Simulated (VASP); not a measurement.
Here is a VASP 6.6.1 calculation.

INCAR

```
SYSTEM = Cu
PREC = Accurate
ENCUT = 520
EDIFF = 1E-6
ISMEAR = -1
SIGMA = 0.1
LREAL = .False.
LASPH = .True.
NELM = 100
ALGO = Normal
ISIF = 2
LWAVE = .False.
LCHARG = .False.
GGA = B5
ALDAX = 1.0
AGGAX = 1.0
AGGAC = 1.0
ALDAC = 0.0
NBANDS = 12
```

The input KPOINTS:

```
regular mesh
0
Gamma
  17 17 17
  0 0 0
```

The input POSCAR:

```
Cu
1.0
   -1.4105092096      1.4105092096      1.4105092096
    1.4105092096     -1.4105092096      1.4105092096
    1.4105092096      1.4105092096     -1.4105092096
Cu
1
Direct
    0.0000000000      0.0000000000      0.0000000000
```

Potentials or basis: VASP PAW PBE potentials, release 64 (Cu).

Launch:

```sh
$ cat potpaw_PBE.64/Cu/POTCAR > POTCAR
$ mpirun -np 1 vasp_std > vasp.out
```

(1) Predict the pressure.

Answers

(1) 20.7 GPa.

Caveat: the PAW data sets were made with another functional, which shifts forces and pressure a little.
